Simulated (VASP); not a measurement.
# Al (I4/mmm) in VASP: a series of runs

Runs on Al. Level: PBEsol. Tasks: single point.

All numbers are computed with VASP 6.6.1; they aren't measurements. Logs are shortened: lines on timing, memory, paths and dates and some standing lists are left out, and cuts for length are marked.

## Step 1: The cell of the first run

Symmetry: I4/mmm, No. 139, tetragonal system. Conventional cell: a = 2.862 Å, b = 2.862 Å, c = 4.109 Å, α = 90.00°, β = 90.00°, γ = 90.00°. Within 3.8 Å of Al (site symmetry 4/mmm) lie 12 Al at 2.86 to 2.88 Å.

## Step 2: Single point, PBEsol (strain +0.0150 x Voigt [0, 0, 1, 0, 0, 0])

INCAR reads:

```
  PREC = Accurate
  ENCUT = 520
  EDIFF = 1E-6
  ISMEAR = 0
  SIGMA = 0.15
  LREAL = False
  LASPH = True
  NELM = 60
  ALGO = Fast
  ISIF = 2
  LWAVE = False
  LCHARG = True
  GGA = PS
  LELF = True
  LVHAR = True
  NBANDS = 8
```

KPOINTS reads:

```
Automatic mesh
0
Gamma
  20 20 20
```

POSCAR reads:

```
Al
1.0
    0.0000000000      2.0239800000      2.0543397000
    2.0239800000      0.0000000000      2.0543397000
    2.0239800000      2.0239800000      0.0000000000
Al
1
Direct
    0.0000000000      0.0000000000      0.0000000000
```

Potentials or basis: VASP PAW PBE potentials, release 64 (Al).

Command:

```console
$ cat potpaw_PBE.64/Al/POTCAR > POTCAR
$ mpirun -np 1 vasp_std > vasp.out
```

OUTCAR:

```text
PREC = Accurate
   ENCUT = 520
   EDIFF = 1E-6
   ISMEAR = 0
   LREAL = False
   LASPH = True
   NELM = 60
   ISIF = 2
   GGA = PS

 ion  position               nearest neighbor table
   1  0.000  0.000  0.000-

  LATTYP: Found a body centered tetragonal cell.
 ALAT       =     2.8623399660
 C/A-ratio  =     1.4354267658

  Lattice vectors:

 A1 = (  -2.0239800000,   0.0000000000,   2.0543397000)
 A2 = (   2.0239800000,   0.0000000000,   2.0543397000)
 A3 = (   0.0000000000,   2.0239800000,  -2.0543397000)

Analysis of symmetry for initial positions (statically):
=====================================================================
 Subroutine PRICEL returns:
 Original cell was already a primitive cell.

 Routine SETGRP: Setting up the symmetry group for a
 body centered tetragonal supercell.

 Subroutine GETGRP returns: Found 16 space group operations
 (whereof 16 operations were pure point group operations)
 out of a pool of 16 trial point group operations.

The static configuration has the point symmetry D_4h.

Analysis of symmetry for dynamics (positions and initial velocities):
=====================================================================
 Subroutine PRICEL returns:
 Original cell was already a primitive cell.

 Routine SETGRP: Setting up the symmetry group for a
 body centered tetragonal supercell.

 Subroutine GETGRP returns: Found 16 space group operations
 (whereof 16 operations were pure point group operations)
 out of a pool of 16 trial point group operations.

The dynamic configuration has the point symmetry D_4h.

 Subroutine INISYM returns: Found 16 space group operations
 (whereof 16 operations are pure point group operations),
 and found     1 'primitive' translations

----------------------------------------------------------------------------------------

                                     Primitive cell

  volume of cell :      16.8312

  direct lattice vectors                    reciprocal lattice vectors
     0.000000000  2.023980000  2.054339700    -0.247038014  0.247038014  0.243387206
     2.023980000  0.000000000  2.054339700     0.247038014 -0.247038014  0.243387206
     2.023980000  2.023980000  0.000000000     0.247038014  0.247038014 -0.243387206

  length of vectors
     2.883887419  2.883887419  2.862339966     0.425785031  0.425785031  0.425785031

  position of ions in fractional coordinates (direct lattice)
     0.000000000  0.000000000  0.000000000

  ion indices of the primitive-cell ions
   primitive index   ion index
                 1           1

----------------------------------------------------------------------------------------

 KPOINTS: Automatic mesh

Automatic generation of k-mesh.
 Grid dimensions read from file:
 generate k-points for:   20   20   20

 Generating k-lattice:

  Cartesian coordinates                     Fractional coordinates (reciprocal lattice)
    -0.012351901  0.012351901  0.012169360     0.050000000  0.000000000  0.000000000
     0.012351901 -0.012351901  0.012169360     0.000000000  0.050000000  0.000000000
     0.012351901  0.012351901 -0.012169360     0.000000000  0.000000000  0.050000000

  Length of vectors
     0.021289252  0.021289252  0.021289252

  Shift w.r.t. Gamma in fractional coordinates (k-lattice)
     0.000000000  0.000000000  0.000000000

 Subroutine IBZKPT returns following result:
 ===========================================

 Found    641 irreducible k-points:

 Following reciprocal coordinates:
            Coordinates               Weight
  0.000000  0.000000  0.000000      1.000000
  0.050000  0.000000  0.000000      8.000000
  0.100000 -0.000000  0.000000      8.000000
  0.150000  0.000000  0.000000      8.000000
  0.200000 -0.000000  0.000000      8.000000
  0.250000  0.000000  0.000000      8.000000
[... 16 lines left out ...]
 -0.400000  0.050000  0.000000      8.000000
 -0.350000  0.050000  0.000000      8.000000
 [... further k-points ...]
   k-points           NKPTS =    641   k-points in BZ     NKDIM =    641   number of bands    NBANDS=      8
   number of dos      NEDOS =    301   number of ions     NIONS =      1
   total plane-waves  NPLWV =  13824
   dimension x,y,z NGX =    24 NGY =   24 NGZ =   24
   dimension x,y,z NGXF=    48 NGYF=   48 NGZF=   48
   ions per type =               1
   NGX,Y,Z   is equivalent  to a cutoff of  13.84, 13.84, 13.94 a.u.
   NGXF,Y,Z  is equivalent  to a cutoff of  27.67, 27.67, 27.88 a.u.
 SYSTEM =  unknown system
   PREC   = accura    normal or accurate (medium, high low for compatibility)
   ISTART =      0    job   : 0-new  1-cont  2-samecut
   ICHARG =      2    charge: 1-file 2-atom 10-const
   ISPIN  =      1    spin polarized calculation?
   LNONCOLLINEAR =      F non collinear calculations
   LSORBIT =      F    spin-orbit coupling
   LASPH  =      T    aspherical Exc in radial PAW
   ENCUT  =  520.0 eV  38.22 Ry    6.18 a.u.   5.36  5.36  5.32*2*pi/ulx,y,z
   NELM   =     60;   NELMIN=  2; NELMDL= -5     # of ELM steps
   EDIFF  = 0.1E-05   stopping-criterion for ELM
   LREAL  =      F    real-space projection
[... 7 lines left out ...]
   TEBEG  =    0.0;   TEEND  =   0.0 temperature during run
   PSTRESS=    0.0 pullay stress
   NELECT =       3.0000    total number of electrons
   NUPDOWN=      -1.0000    fix difference up-down
   EMIN   =  10.00;   EMAX   =-10.00  energy-range for DOS
   EFERMI =   0.00;   METHOD = LEGACY
   ISMEAR =     0;   SIGMA  =   0.15  broadening in eV -4-tet -1-fermi 0-gaus
   EFERMI_NEDOS =   21; number of points for ismear=-14 and -15
   IALGO  =     68    algorithm
   IMIX   =      4    mixing-type and parameters
     AMIX     =   0.40;   BMIX     =  1.00
     AMIX_MAG =   1.60;   BMIX_MAG =  1.00
  volume/ion in A,a.u.               =      16.83       113.58
  Fermi-wavevector in a.u.,A,eV,Ry     =   0.921320  1.741042 11.549033  0.848830
  Thomas-Fermi vector in A             =   2.046723
   LORBIT       =      0    0 simple, 1 ext, 2 COOP (PROOUT), +10 PAW based schemes
   GGA     = PS    functional components
   LHFCALC =     F    Hartree Fock is set to
   AEXX    =    0.0000 exact exchange contribution
   IVDW    =     0    specifies the selected vdW correction
   LEPSILON=     F    determine dielectric tensor
   LRPA    =     F    only Hartree local field effects (RPA)
 non-spin polarized calculation
 RMM-DIIS sequential band-by-band and
 Gauss-broadening in eV      SIGMA  =   0.15
  energy-cutoff  :      520.00
  volume of cell :       16.83
 maximum number of plane-waves:       467
 NGX is ok and might be reduce to    24
   NGX = 11   NGY = 11   NGZ = 11

 number of electron       3.0000000 magnetization

 Free energy of the ion-electron system (eV)
  ---------------------------------------------------
  ext. energy  EPLUGINS =         0.00000000
  ---------------------------------------------------
  free energy    TOTEN  =        -4.08782637 eV

  energy without entropy =       -4.08302563  energy(sigma->0) =       -4.08542600

 E-fermi :   7.7818     XC(G=0): -10.1848

 val. band max:        7.7699144905   @ k =  -0.4000   0.0000   0.4000
 cond. band min:       7.8029956875   @ k =  -0.2500   0.2000   0.1500
 fundamental gap:      0.0330811969
 Fermi energy:         7.7818314462

 k-point     1 :       0.0000    0.0000    0.0000
  band No.  band energies     occupation
      1      -3.2490      2.00000
      2      20.1268      0.00000
      3      20.2864      0.00000
      4      20.2864      0.00000
      5      21.5599      0.00000
      6      21.5599      0.00000
      7      21.6030      0.00000
      8      24.0868      0.00000

 k-point     2 :       0.0500    0.0000    0.0000
  band No.  band energies     occupation
      1      -3.1820      2.00000
      2      18.9141      0.00000
      3      19.9032      0.00000
      4      20.0057      0.00000
      5      21.9458      0.00000
      6      21.9662      0.00000
      7      22.1475      0.00000
      8      24.7859      0.00000

 k-point     3 :       0.1000   -0.0000    0.0000
  band No.  band energies     occupation
      1      -2.9809      2.00000
      2      16.9555      0.00000
      3      19.4219      0.00000
      4      19.5423      0.00000
      5      22.2896      0.00000
      6      22.7105      0.00000
      7      22.7279      0.00000
      8      25.3536      0.00000

 k-point     4 :       0.1500    0.0000    0.0000
  band No.  band energies     occupation
      1      -2.6465      2.00000
      2      14.9584      0.00000
      3      18.9827      0.00000
      4      19.1279      0.00000
      5      22.1795      0.00000
      6      23.3591      0.00000
      7      23.4948      0.00000
      8      24.6860      0.00000

 k-point     5 :       0.2000   -0.0000    0.0000
  band No.  band energies     occupation
      1      -2.1797      2.00000
      2      13.0096      0.00000
      3      18.6337      0.00000
      4      18.8070      0.00000
      5      22.0263      0.00000
      6      22.8927      0.00000
      7      23.3723      0.00000
      8      25.2122      0.00000
[... 177 lines left out ...]
 k-point    22 :      -0.4500    0.0500    0.0000
  band No.  band energies     occupation
      1       2.5507      2.00000
      2       4.2375      2.00000
      3      17.0759      0.00000
      4      18.4973      0.00000
      5      19.6791      0.00000
      6      20.0195      0.00000
      7      23.0701      0.00000
      8      23.6155      0.00000

 k-point    23 :      -0.4000    0.0500    0.0000
  band No.  band energies     occupation
      1       1.4073      2.00000
      2       5.6528      2.00000
      3      16.8437      0.00000
      4      19.0191      0.00000
      5      19.7600      0.00000
      6      20.2045      0.00000
      7      22.7559      0.00000
      8      24.1510      0.00000

 k-point    24 :      -0.3500    0.0500    0.0000
  band No.  band energies     occupation
      1       0.3843      2.00000
      2       7.1825      2.00000
      3      16.7273      0.00000
      4      19.5039      0.00000
      5      19.7611      0.00000
      6      20.8376      0.00000
      7      22.5465      0.00000
      8      24.7915      0.00000

 [... further k-points ...]

------------------------ aborting loop because EDIFF is reached ----------------------------------------

  FORCE on cell =-STRESS in cart. coord.  units (eV):
  Direction    XX          YY          ZZ          XY          YZ          ZX
  --------------------------------------------------------------------------------------
  -------------------------------------------------------------------------------------
  Total       -0.2893551     -0.2893551     -0.3379013      0.0000000      0.0000000      0.0000000
  in kB      -27.5439996    -27.5439996    -32.1651652      0.0000000      0.0000000      0.0000000
  external PRESSURE =     -29.0843881 kB  Pullay stress =       0.0000000 kB

 VOLUME and BASIS-vectors are now :
 -----------------------------------------------------------------------------
  energy-cutoff  :      520.00
  volume of cell :       16.83
      direct lattice vectors                 reciprocal lattice vectors
     0.000000000  2.023980000  2.054339700    -0.247038014  0.247038014  0.243387206
     2.023980000  0.000000000  2.054339700     0.247038014 -0.247038014  0.243387206
     2.023980000  2.023980000  0.000000000     0.247038014  0.247038014 -0.243387206

 POSITION                                       TOTAL-FORCE (eV/Angst)
 -----------------------------------------------------------------------------------
      0.00000      0.00000      0.00000        -0.000000      0.000000      0.000000
 -----------------------------------------------------------------------------------
    total drift:                                0.000000     -0.000000     -0.000000

  FREE ENERGIE OF THE ION-ELECTRON SYSTEM (eV)
  ---------------------------------------------------
  free  energy   TOTEN  =        -4.0878263680 eV

  energy  without entropy=       -4.0830256340  energy(sigma->0) =       -4.08542600
```

Run time: 39 s. Hardware: 1 thread of Intel Xeon 6975P-C, shared host; peak memory 0.19 GiB.

Results:

* Free energy: -4.0878 eV
* Pressure: -2.9 GPa

Caveat: the cell differs from its parent crystal (strain +0.0150 x Voigt [0, 0, 1, 0, 0, 0]); the PAW data sets were made with another functional, which shifts forces and pressure a little.

## Step 3: Single point, PBEsol (strain +0.0300 x Voigt [0, 0, 1, 0, 0, 0])

INCAR reads:

```
SYSTEM = Al
PREC = Accurate
ENCUT = 520
EDIFF = 1E-6
ISMEAR = 0
SIGMA = 0.15
LREAL = .False.
LASPH = .True.
NELM = 60
ALGO = Normal
ISIF = 2
LWAVE = .False.
LCHARG = .False.
GGA = PS
NBANDS = 8
```

KPOINTS reads:

```
Automatic mesh
0
Gamma
  20 20 20
  0 0 0
```

POSCAR reads:

```
Al
1.0
    0.0000000000      2.0239800000      2.0846994000
    2.0239800000      0.0000000000      2.0846994000
    2.0239800000      2.0239800000      0.0000000000
Al
1
Direct
    0.0000000000      0.0000000000      0.0000000000
```

Potentials or basis: VASP PAW PBE potentials, release 64 (Al).

Command:

```console
$ cat potpaw_PBE.64/Al/POTCAR > POTCAR
$ mpirun -np 1 vasp_std > vasp.out
```

Wall time 30 s (1 thread of Intel Xeon 6975P-C, shared host); peak memory 0.19 GiB.

It converged, with:

```yaml
Free_energy: -4.0815 eV
Pressure: -3.9 GPa
```

Stress tensor (GPa, compression positive):
```
-3.41  0.00  0.00
 0.00 -3.41  0.00
 0.00  0.00 -4.82
```

Levels at points of the mesh, in eV from the Fermi level:
| k point | band 1 | band 2 | band 3 | band 4 | band 5 |
| --- | --- | --- | --- | --- | --- |
| (0.00, 0.00, 0.00) | -10.93 | 12.17 | 12.49 | 12.49 | 13.59 |
| (0.50, 0.00, 0.00) | -4.49 | -4.36 | 10.60 | 10.89 | 11.36 |
| (0.50, 0.50, 0.00) | -3.14 | -2.03 | 5.43 | 5.75 | 5.75 |
| (0.50, 0.00, 0.50) | -2.73 | -1.44 | 5.11 | 5.12 | 5.33 |

Caveat: the cell differs from its parent crystal (strain +0.0300 x Voigt [0, 0, 1, 0, 0, 0]); the PAW data sets were made with another functional, which shifts forces and pressure a little.

## Step 4: Single point, PBEsol (strain +0.0450 x Voigt [0, 0, 1, 0, 0, 0])

INCAR reads:

```
ALGO = Normal ; EDIFF = 1E-7
ENCUT = 520 ; GGA = PS
ISIF = 2 ; ISMEAR = 0
LASPH = T ; LCHARG = F
LREAL = F ; LWAVE = F
NBANDS = 8 ; NELM = 100
PREC = Accurate ; SIGMA = 0.15
```

KPOINTS reads:

```
k-points
0
Gamma
  20 20 20
```

POSCAR reads:

```
Al
1.0
    0.0000000000      2.0239800000      2.1150591000
    2.0239800000      0.0000000000      2.1150591000
    2.0239800000      2.0239800000      0.0000000000
Al
1
Direct
    0.0000000000      0.0000000000      0.0000000000
```

Command:

```console
$ cat potpaw_PBE.64/Al/POTCAR > POTCAR
$ mpirun -np 1 vasp_std > vasp.out
```

Run time: 37 s. Hardware: 1 thread of Intel Xeon 6975P-C, shared host; peak memory 0.2 GiB.

It converged, with:

```yaml
Free_energy: -4.0732 eV
Pressure: -4.7 GPa
```

Stress tensor (GPa, compression positive):
```
-4.12  0.00  0.00
 0.00 -4.12  0.00
 0.00  0.00 -5.89
```

Levels at points of the mesh, in eV from the Fermi level:
| k point | band 1 | band 2 | band 3 | band 4 | band 5 |
| --- | --- | --- | --- | --- | --- |
| (0.00, 0.00, 0.00) | -10.81 | 12.02 | 12.49 | 12.49 | 13.41 |
| (0.50, 0.00, 0.00) | -4.41 | -4.32 | 10.26 | 10.66 | 11.40 |
| (0.50, 0.50, 0.00) | -3.20 | -2.21 | 5.55 | 5.87 | 5.87 |
| (0.50, 0.00, 0.50) | -2.61 | -1.32 | 4.95 | 5.08 | 5.26 |

Caveat: the cell differs from its parent crystal (strain +0.0450 x Voigt [0, 0, 1, 0, 0, 0]); the PAW data sets were made with another functional, which shifts forces and pressure a little.

## Step 5: Single point, PBEsol (strain +0.0525 x Voigt [0, 0, 1, 0, 0, 0])

INCAR reads:

```
SYSTEM = Al
ALGO = Normal
EDIFF = 1E-7
ENCUT = 520
GGA = PS
ISIF = 2
ISMEAR = 0
LASPH = .True.
LCHARG = .True.
LELF = .True.
LREAL = .False.
LVHAR = .True.
LWAVE = .False.
NBANDS = 8
NELM = 60
PREC = Accurate
SIGMA = 0.15
```

KPOINTS reads:

```
k-points
0
Gamma
  20 20 20
  0 0 0
```

POSCAR reads:

```
Al
1.0
    0.0000000000      2.0239800000      2.1302389500
    2.0239800000      0.0000000000      2.1302389500
    2.0239800000      2.0239800000      0.0000000000
Al
1
Direct
    0.0000000000      0.0000000000      0.0000000000
```

Command:

```console
$ cat potpaw_PBE.64/Al/POTCAR > POTCAR
$ mpirun -np 1 vasp_std > vasp.out
```

Wall time 36 s (1 thread of Intel Xeon 6975P-C, shared host); peak memory 0.19 GiB.

Results (log left out):

```yaml
Free_energy: -4.0684 eV
Pressure: -5.1 GPa
```

Stress tensor (GPa, compression positive):
```
-4.43  0.00  0.00
 0.00 -4.43  0.00
 0.00  0.00 -6.39
```

Levels at points of the mesh, in eV from the Fermi level:
| k point | band 1 | band 2 | band 3 | band 4 |
| --- | --- | --- | --- | --- |
| (0.00, 0.00, 0.00) | -10.75 | 11.95 | 12.50 | 12.50 |
| (0.50, 0.00, 0.00) | -4.37 | -4.30 | 10.09 | 10.54 |
| (0.50, 0.50, 0.00) | -3.23 | -2.29 | 5.62 | 5.94 |
| (0.50, 0.00, 0.50) | -2.55 | -1.26 | 4.87 | 5.08 |

Caveat: the cell differs from its parent crystal (strain +0.0525 x Voigt [0, 0, 1, 0, 0, 0]); the PAW data sets were made with another functional, which shifts forces and pressure a little.

(Continued in part 2 of 2.)
